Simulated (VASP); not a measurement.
# BeTe (F-43m) in VASP: notebook

The runs below take BeTe through single point, with PBE, PBE+D4.

Everything below comes from runs of VASP 6.6.1. Logs are shortened: lines on timing, memory, paths and dates and some standing lists are left out, and cuts for length are marked.

## Step 1: The cell of the first run

It takes space group F-43m (No. 216, cubic). The conventional cell has a = 5.847 Å, b = 5.847 Å, c = 5.847 Å, α = 90.00°, β = 90.00°, γ = 90.00°. Within 3.3 Å of Be (site symmetry -43m) lie 4 Te at 2.53 Å. Within 3.3 Å of Te (site symmetry -43m) lie 4 Be at 2.53 Å.

## Step 2: Single point, PBE (volume scaled by 1.10)

File INCAR:

```
SYSTEM = BeTe
PREC = Accurate
ENCUT = 520
EDIFF = 1E-7
ISMEAR = 0
SIGMA = 0.02
LREAL = .False.
LASPH = .True.
NELM = 100
ALGO = Normal
ISIF = 2
LWAVE = .False.
LCHARG = .True.
GGA = PE
LELF = .True.
LVHAR = .True.
NBANDS = 11
```

File KPOINTS:

```
regular mesh
0
Gamma
  8 8 8
  0 0 0
```

File POSCAR:

```
BeTe
1.0
    0.0000000000      2.9232876062      2.9232876062
    2.9232876062      0.0000000000      2.9232876062
    2.9232876062      2.9232876062      0.0000000000
Be Te
1 1
Direct
    0.0000000000      0.0000000000      0.0000000000
    0.2500000000      0.2500000000      0.2500000000
```

Potentials or basis: VASP PAW PBE potentials, release 64 (Be, Te).

The run is started by

```
$ cat potpaw_PBE.64/Be/POTCAR potpaw_PBE.64/Te/POTCAR > POTCAR
$ mpirun -np 1 vasp_std > vasp.out
```

OUTCAR:

```text
SYSTEM = BeTe
   PREC = Accurate
   ENCUT = 520
   EDIFF = 1E-7
   ISMEAR = 0
   LREAL = .False.
   LASPH = .True.
   NELM = 100
   ISIF = 2
   GGA = PE

 ion  position               nearest neighbor table
   1  0.000  0.000  0.000-   2 2.53   2 2.53   2 2.53   2 2.53
   2  0.250  0.250  0.250-   1 2.53   1 2.53   1 2.53   1 2.53

  LATTYP: Found a face centered cubic cell.
 ALAT       =     5.8465752124

  Lattice vectors:

 A1 = (   0.0000000000,   2.9232876062,   2.9232876062)
 A2 = (   2.9232876062,   0.0000000000,   2.9232876062)
 A3 = (   2.9232876062,   2.9232876062,   0.0000000000)

Analysis of symmetry for initial positions (statically):
=====================================================================
 Subroutine PRICEL returns:
 Original cell was already a primitive cell.

 Routine SETGRP: Setting up the symmetry group for a
 face centered cubic supercell.

 Subroutine GETGRP returns: Found 24 space group operations
 (whereof 24 operations were pure point group operations)
 out of a pool of 48 trial point group operations.

The static configuration has the point symmetry T_d .

Analysis of symmetry for dynamics (positions and initial velocities):
=====================================================================
 Subroutine PRICEL returns:
 Original cell was already a primitive cell.

 Routine SETGRP: Setting up the symmetry group for a
 face centered cubic supercell.

 Subroutine GETGRP returns: Found 24 space group operations
 (whereof 24 operations were pure point group operations)
 out of a pool of 48 trial point group operations.

The dynamic configuration has the point symmetry T_d .

 Subroutine INISYM returns: Found 24 space group operations
 (whereof 24 operations are pure point group operations),
 and found     1 'primitive' translations

----------------------------------------------------------------------------------------

                                     Primitive cell

  volume of cell :      49.9626

  direct lattice vectors                    reciprocal lattice vectors
     0.000000000  2.923287606  2.923287606    -0.171040304  0.171040304  0.171040304
     2.923287606  0.000000000  2.923287606     0.171040304 -0.171040304  0.171040304
     2.923287606  2.923287606  0.000000000     0.171040304  0.171040304 -0.171040304

  length of vectors
     4.134152979  4.134152979  4.134152979     0.296250496  0.296250496  0.296250496

  position of ions in fractional coordinates (direct lattice)
     0.000000000  0.000000000  0.000000000
     0.250000000  0.250000000  0.250000000

  ion indices of the primitive-cell ions
   primitive index   ion index
                 1           1
                 2           2

----------------------------------------------------------------------------------------

 KPOINTS: regular mesh

Automatic generation of k-mesh.
 Grid dimensions read from file:
 generate k-points for:    8    8    8

 Generating k-lattice:

  Cartesian coordinates                     Fractional coordinates (reciprocal lattice)
    -0.021380038  0.021380038  0.021380038     0.125000000  0.000000000  0.000000000
     0.021380038 -0.021380038  0.021380038     0.000000000  0.125000000  0.000000000
     0.021380038  0.021380038 -0.021380038     0.000000000  0.000000000  0.125000000

  Length of vectors
     0.037031312  0.037031312  0.037031312

  Shift w.r.t. Gamma in fractional coordinates (k-lattice)
     0.000000000  0.000000000  0.000000000

 Subroutine IBZKPT returns following result:
 ===========================================

 Found     29 irreducible k-points:

 Following reciprocal coordinates:
            Coordinates               Weight
  0.000000  0.000000  0.000000      1.000000
  0.125000  0.000000  0.000000      8.000000
  0.250000  0.000000  0.000000      8.000000
  0.375000  0.000000  0.000000      8.000000
  0.500000  0.000000  0.000000      4.000000
  0.125000  0.125000  0.000000      6.000000
[... 16 lines left out ...]
  0.500000  0.250000  0.125000     48.000000
 -0.375000  0.250000  0.125000     24.000000
 [... further k-points ...]
   k-points           NKPTS =     29   k-points in BZ     NKDIM =     29   number of bands    NBANDS=     11
   number of dos      NEDOS =    301   number of ions     NIONS =      2
   total plane-waves  NPLWV =  32768
   dimension x,y,z NGX =    32 NGY =   32 NGZ =   32
   dimension x,y,z NGXF=    64 NGYF=   64 NGZF=   64
   ions per type =               1   1
   NGX,Y,Z   is equivalent  to a cutoff of  12.87, 12.87, 12.87 a.u.
   NGXF,Y,Z  is equivalent  to a cutoff of  25.74, 25.74, 25.74 a.u.
 SYSTEM =  BeTe
   PREC   = accura    normal or accurate (medium, high low for compatibility)
   ISTART =      0    job   : 0-new  1-cont  2-samecut
   ICHARG =      2    charge: 1-file 2-atom 10-const
   ISPIN  =      1    spin polarized calculation?
   LNONCOLLINEAR =      F non collinear calculations
   LSORBIT =      F    spin-orbit coupling
   LASPH  =      T    aspherical Exc in radial PAW
   ENCUT  =  520.0 eV  38.22 Ry    6.18 a.u.   7.69  7.69  7.69*2*pi/ulx,y,z
   NELM   =    100;   NELMIN=  2; NELMDL= -5     # of ELM steps
   EDIFF  = 0.1E-06   stopping-criterion for ELM
   LREAL  =      F    real-space projection
   EDIFFG = 0.1E-05   stopping-criterion for IOM
   NSW    =      0    number of steps for IOM
   IBRION =     -1    ionic relax: 0-MD 1-quasi-New 2-CG
   NFREE  =      0    steps in history (QN), initial steepest desc. (CG)
   ISIF   =      2    stress and relaxation
   ISYM   =      2    0-nonsym 1-usesym 2-fastsym
   POTIM  = 0.5000    time-step for ionic-motion
   TEBEG  =    0.0;   TEEND  =   0.0 temperature during run
   PSTRESS=    0.0 pullay stress
   NELECT =       8.0000    total number of electrons
   NUPDOWN=      -1.0000    fix difference up-down
   EMIN   =  10.00;   EMAX   =-10.00  energy-range for DOS
   EFERMI =   0.00;   METHOD = LEGACY
   ISMEAR =     0;   SIGMA  =   0.02  broadening in eV -4-tet -1-fermi 0-gaus
   EFERMI_NEDOS =   21; number of points for ismear=-14 and -15
   IALGO  =     38    algorithm
   IMIX   =      4    mixing-type and parameters
     AMIX     =   0.40;   BMIX     =  1.00
     AMIX_MAG =   1.60;   BMIX_MAG =  1.00
  volume/ion in A,a.u.               =      24.98       168.58
  Fermi-wavevector in a.u.,A,eV,Ry     =   0.888976  1.679921 10.752385  0.790278
  Thomas-Fermi vector in A             =   2.010476
   LORBIT       =      0    0 simple, 1 ext, 2 COOP (PROOUT), +10 PAW based schemes
   GGA     = PE    functional components
   LHFCALC =     F    Hartree Fock is set to
   AEXX    =    0.0000 exact exchange contribution
   IVDW    =     0    specifies the selected vdW correction
   LEPSILON=     F    determine dielectric tensor
   LRPA    =     F    only Hartree local field effects (RPA)
 non-spin polarized calculation
 Gauss-broadening in eV      SIGMA  =   0.02
  energy-cutoff  :      520.00
  volume of cell :       49.96
 maximum number of plane-waves:      1365
   NGX = 15   NGY = 15   NGZ = 15

 number of electron       8.0000000 magnetization

 Free energy of the ion-electron system (eV)
  ---------------------------------------------------
  ext. energy  EPLUGINS =         0.00000000
  ---------------------------------------------------
  free energy    TOTEN  =        -7.55948034 eV

  energy without entropy =       -7.55948034  energy(sigma->0) =       -7.55948034

 E-fermi :   4.0362     XC(G=0):  -8.6129

 val. band max:        3.9121270114   @ k =   0.0000   0.0000   0.0000
 cond. band min:       6.1359851742   @ k =   0.5000   0.5000   0.0000
 fundamental gap:      2.2238581628
 Fermi energy:         4.0362379897

 k-point     1 :       0.0000    0.0000    0.0000
  band No.  band energies     occupation
      1      -7.7009      2.00000
      2       3.9121      2.00000
      3       3.9121      2.00000
      4       3.9121      2.00000
      5       6.9545      0.00000
      6       7.5957      0.00000
      7       7.5957      0.00000
      8       7.5957      0.00000
      9      12.0457      0.00000
     10      13.9216      0.00000
     11      13.9216      0.00000

 k-point     2 :       0.1250    0.0000    0.0000
  band No.  band energies     occupation
      1      -7.5768      2.00000
      2       2.7275      2.00000
      3       3.7209      2.00000
      4       3.7209      2.00000
      5       7.1720      0.00000
      6       7.8877      0.00000
      7       7.8877      0.00000
      8       8.4848      0.00000
      9      12.4703      0.00000
     10      13.1256      0.00000
     11      13.1256      0.00000

 k-point     3 :       0.2500    0.0000    0.0000
  band No.  band energies     occupation
      1      -7.2399      2.00000
      2       0.9533      2.00000
      3       3.3517      2.00000
      4       3.3517      2.00000
      5       6.9585      0.00000
      6       8.3688      0.00000
      7       8.3688      0.00000
      8      10.3482      0.00000
      9      12.8111      0.00000
     10      12.8553      0.00000
     11      12.8553      0.00000

 k-point     4 :       0.3750    0.0000    0.0000
  band No.  band energies     occupation
      1      -6.8261      2.00000
      2      -0.4186      2.00000
      3       3.0602      2.00000
      4       3.0602      2.00000
      5       6.7659      0.00000
      6       8.5349      0.00000
      7       8.5349      0.00000
      8      11.6088      0.00000
      9      13.1407      0.00000
     10      13.7519      0.00000
     11      13.7519      0.00000
[... 239 lines left out ...]
 k-point    22 :       0.3750    0.2500    0.1250
  band No.  band energies     occupation
      1      -6.9650      2.00000
      2       0.6866      2.00000
      3       2.0085      2.00000
      4       2.8764      2.00000
      5       7.5461      0.00000
      6       8.3508      0.00000
      7       9.3255      0.00000
      8       9.9107      0.00000
      9      12.5463      0.00000
     10      14.0874      0.00000
     11      14.5857      0.00000

 k-point    23 :       0.5000    0.2500    0.1250
  band No.  band energies     occupation
      1      -6.6034      2.00000
      2      -0.1954      2.00000
      3       1.5124      2.00000
      4       2.4955      2.00000
      5       7.8777      0.00000
      6       8.4597      0.00000
      7       9.6372      0.00000
      8      10.5317      0.00000
      9      13.4181      0.00000
     10      13.7619      0.00000
     11      15.6284      0.00000

 k-point    24 :      -0.3750    0.2500    0.1250
  band No.  band energies     occupation
      1      -6.4282      2.00000
      2      -0.5969      2.00000
      3       1.3993      2.00000
      4       2.3097      2.00000
      5       7.9417      0.00000
      6       8.3154      0.00000
      7      10.2298      0.00000
      8      11.2797      0.00000
      9      12.2169      0.00000
     10      15.0833      0.00000
     11      15.4806      0.00000

 [... further k-points ...]
[... 5 lines left out ...]
  --------------------------------------------------------------------------------------
  -------------------------------------------------------------------------------------
  Total       -1.3577158     -1.3577158     -1.3577158      0.0000000      0.0000000      0.0000000
  in kB      -43.5386350    -43.5386350    -43.5386350      0.0000000      0.0000000      0.0000000
  external PRESSURE =     -43.5386350 kB  Pullay stress =       0.0000000 kB

 VOLUME and BASIS-vectors are now :
 -----------------------------------------------------------------------------
  energy-cutoff  :      520.00
  volume of cell :       49.96
      direct lattice vectors                 reciprocal lattice vectors
     0.000000000  2.923287606  2.923287606    -0.171040304  0.171040304  0.171040304
     2.923287606  0.000000000  2.923287606     0.171040304 -0.171040304  0.171040304
     2.923287606  2.923287606  0.000000000     0.171040304  0.171040304 -0.171040304

 POSITION                                       TOTAL-FORCE (eV/Angst)
 -----------------------------------------------------------------------------------
      0.00000      0.00000      0.00000         0.000000      0.000000     -0.000000
      1.46164      1.46164      1.46164        -0.000000     -0.000000      0.000000
 -----------------------------------------------------------------------------------
    total drift:                                0.000000      0.000000      0.000000

  FREE ENERGIE OF THE ION-ELECTRON SYSTEM (eV)
  ---------------------------------------------------
  free  energy   TOTEN  =        -7.5594803392 eV

  energy  without entropy=       -7.5594803392  energy(sigma->0) =       -7.55948034
```

It took 6.7 s on 1 thread of Intel Xeon 6975P-C (Granite Rapids), shared host; peak memory 0.17 GiB.

What came out:

| Item | Value |
| --- | --- |
| Free energy | -7.5595 eV |
| Pressure | -4.4 GPa |
| Band gap on the k mesh | 2.22 eV, indirect (least direct gap 3.04 eV) |

Caveat: the cell differs from its parent crystal (volume scaled by 1.10); spin-orbit coupling is left out, which moves the levels of the heavy elements.

## Step 3: Single point, PBE (strained)

File INCAR:

```
  PREC = Accurate
  ENCUT = 520
  EDIFF = 1E-6
  ISMEAR = 0
  SIGMA = 0.02
  LREAL = False
  LASPH = True
  NELM = 100
  ALGO = Normal
  ISIF = 2
  LWAVE = False
  LCHARG = True
  GGA = PE
  LELF = True
  LVHAR = True
  NBANDS = 11
```

File KPOINTS:

```
regular mesh
0
Gamma
  8 8 8
```

File POSCAR:

```
BeTe
1.0
    0.0000000000      2.7422169000      2.7422169000
    2.7422169000      0.0000000000      2.7422169000
    2.7422169000      2.7422169000      0.0000000000
Be Te
1 1
Direct
    0.0000000000      0.0000000000      0.0000000000
    0.7500000000      0.7500000000      0.7500000000
```

Potentials or basis: VASP PAW PBE potentials, release 64 (Be, Te).

The run is started by

```
$ cat potpaw_PBE.64/Be/POTCAR potpaw_PBE.64/Te/POTCAR > POTCAR
$ mpirun -np 1 vasp_std > vasp.out
```

It took 8.4 s on 1 thread of Intel Xeon Platinum 8559C (Emerald Rapids), shared host; peak memory 0.17 GiB.

The run converged. Its results:

| Property | Result |
| --- | --- |
| Free energy | -7.5405 eV |
| Pressure | 6.8 GPa |
| Band gap on the k mesh | 1.76 eV, indirect (least direct gap 3.53 eV) |

Levels at points of the mesh, in eV from the valence-band top:
```tsv
k point	band 2	band 3	band 4	band 5	band 6	band 7
(0.00, 0.00, 0.00)	0.00	0.00	0.00	3.53	3.53	3.53
(0.50, 0.00, 0.00)	-6.07	-1.27	-1.27	3.29	4.54	4.54
(0.50, 0.50, 0.00)	-5.56	-2.96	-2.96	1.76	2.54	10.22
```

Caveat: the cell differs from its parent crystal (strained); spin-orbit coupling is left out, which moves the levels of the heavy elements. A k mesh can miss the band edges.

## Step 4: Single point, PBE+D4

This run uses another cell than the first one, of 20.62 Å³/atom, 0.825 times its volume.

File INCAR:

```
SYSTEM = BeTe
ALGO = Normal ; EDIFF = 1E-6
ENCUT = 600 ; GGA = PE
GGA_COMPAT = .FALSE. ; ISIF = 2
ISMEAR = 0 ; IVDW = 13
LASPH = .TRUE. ; LCHARG = .TRUE.
LELF = .TRUE. ; LREAL = .FALSE.
LVHAR = .TRUE. ; LWAVE = .FALSE.
NBANDS = 11 ; NELM = 120
PREC = Accurate ; SIGMA = 0.02
```

File KPOINTS:

```
k-points
0
G
  8 8 8
  0 0 0
```

POSCAR is that of step 3.

Potentials or basis: VASP PAW PBE potentials, release 64 (Be, Te).

The run is started by

```
$ cat potpaw_PBE.64/Be/POTCAR potpaw_PBE.64/Te/POTCAR > POTCAR
$ mpirun -np 1 vasp_std > vasp.out
```

OUTCAR:

```text
SYSTEM = BeTe
   EDIFF = 1E-6
   ENCUT = 600
   GGA = PE
   ISIF = 2
   ISMEAR = 0
   IVDW = 13
   LASPH = .TRUE.
   LREAL = .FALSE.
   NELM = 120
   PREC = Accurate

 ion  position               nearest neighbor table
   1  0.000  0.000  0.000-   2 2.37   2 2.37   2 2.37   2 2.37
   2  0.750  0.750  0.750-   1 2.37   1 2.37   1 2.37   1 2.37

  LATTYP: Found a face centered cubic cell.
 ALAT       =     5.4844338000

  Lattice vectors:

 A1 = (   0.0000000000,   2.7422169000,   2.7422169000)
[... 523 lines left out ...]

  DFT-D4 for vdW energy calculation

  Edisp (eV):   -0.69181

  FORCE on cell =-STRESS in cart. coord.  units (eV):
  Direction    XX          YY          ZZ          XY          YZ          ZX
  --------------------------------------------------------------------------------------
  -------------------------------------------------------------------------------------
  Total       1.08871     1.08871     1.08871     0.00000     0.00000    -0.00000
  in kB      42.29503    42.29503    42.29503     0.00000     0.00000    -0.00000
  external pressure =       42.30 kB  Pullay stress =        0.00 kB

 VOLUME and BASIS-vectors are now :
 -----------------------------------------------------------------------------
  energy-cutoff  :      600.00
  volume of cell :       41.24
      direct lattice vectors                 reciprocal lattice vectors
     0.000000000  2.742216900  2.742216900    -0.182334227  0.182334227  0.182334227
     2.742216900  0.000000000  2.742216900     0.182334227 -0.182334227  0.182334227
     2.742216900  2.742216900  0.000000000     0.182334227  0.182334227 -0.182334227

 POSITION                                       TOTAL-FORCE (eV/Angst)
 -----------------------------------------------------------------------------------
      0.00000      0.00000      0.00000         0.000000     -0.000000      0.000000
      4.11333      4.11333      4.11333        -0.000000      0.000000     -0.000000
 -----------------------------------------------------------------------------------
    total drift:                               -0.000000     -0.000000     -0.000000

  FREE ENERGIE OF THE ION-ELECTRON SYSTEM (eV)
  ---------------------------------------------------
  free  energy   TOTEN  =        -8.2323129779 eV

  energy  without entropy=       -8.2323129779  energy(sigma->0) =       -8.23231298
```

OSZICAR:

```text
N       E                     dE             d eps       ncg     rms          rms(c)
DAV:   1     0.210741530362E+02    0.21074E+02   -0.36903E+03   638   0.666E+02
DAV:   2    -0.655187557192E+01   -0.27626E+02   -0.26456E+02   855   0.989E+01
DAV:   3    -0.773268526902E+01   -0.11808E+01   -0.11784E+01   853   0.215E+01
DAV:   4    -0.774421306779E+01   -0.11528E-01   -0.11526E-01   784   0.239E+00
DAV:   5    -0.774442722121E+01   -0.21415E-03   -0.21415E-03   810   0.315E-01    0.468E+00
DAV:   6    -0.758431553553E+01    0.16011E+00   -0.20210E-01   765   0.191E+00    0.277E+00
DAV:   7    -0.753979211599E+01    0.44523E-01   -0.14053E-01   772   0.167E+00    0.617E-01
DAV:   8    -0.754018701818E+01   -0.39490E-03   -0.78354E-03   722   0.527E-01    0.970E-02
DAV:   9    -0.754043655002E+01   -0.24953E-03   -0.40218E-04   777   0.119E-01    0.390E-02
DAV:  10    -0.754049974015E+01   -0.63190E-04   -0.82652E-05   694   0.480E-02    0.181E-02
DAV:  11    -0.754050059547E+01   -0.85532E-06   -0.28090E-06   829   0.940E-03
   1 F= -.82323130E+01 E0= -.82323130E+01  d E =-.376243E-15
```

Run time: 24 s. Hardware: 1 thread of AMD EPYC 7R43 (Zen 3), shared host; peak memory 0.15 GiB.

What came out:

```
Free energy                : -8.2323 eV
Pressure                   : 4.2 GPa
Band gap on the k mesh     : 1.76 eV, indirect (least direct gap 3.53 eV)
Dispersion energy per atom : -0.346 eV
```

Levels at points of the mesh, in eV from the valence-band top:
| k point | band 2 | band 3 | band 4 | band 5 | band 6 | band 7 |
| --- | --- | --- | --- | --- | --- | --- |
| (0.00, 0.00, 0.00) | 0.00 | 0.00 | 0.00 | 3.53 | 3.53 | 3.53 |
| (0.50, 0.00, 0.00) | -6.07 | -1.27 | -1.27 | 3.29 | 4.54 | 4.54 |
| (0.50, 0.50, 0.00) | -5.56 | -2.96 | -2.96 | 1.76 | 2.54 | 10.22 |

Caveat: spin-orbit coupling is left out, which moves the levels of the heavy elements. A k mesh can miss the band edges.

## Step 5: Overview

| level | cell | cutoff (eV) | gap on the mesh (eV) | pressure (GPa) |
| --- | --- | --- | --- | --- |
| PBE | a = 4.134 Å, angles 60.0°, 2 atoms | 520 | 2.22 | -4.4 |
| PBE | a = 3.878 Å, angles 60.0°, 2 atoms | 520 | 1.76 | 6.8 |
| PBE+D4 | a = 3.878 Å, angles 60.0°, 2 atoms | 600 | 1.76 | 4.2 |

Alike in all rows: task single point; potentials or basis VASP PAW PBE potentials, release 64 (Be, Te); no spin polarisation; k mesh 8 × 8 × 8; smearing gaussian 0.02 eV.

Caveats: spin-orbit coupling is left out, which moves the levels of the heavy elements.

Total energies depend on the potentials used, so only differences within one code and one set of settings carry meaning.
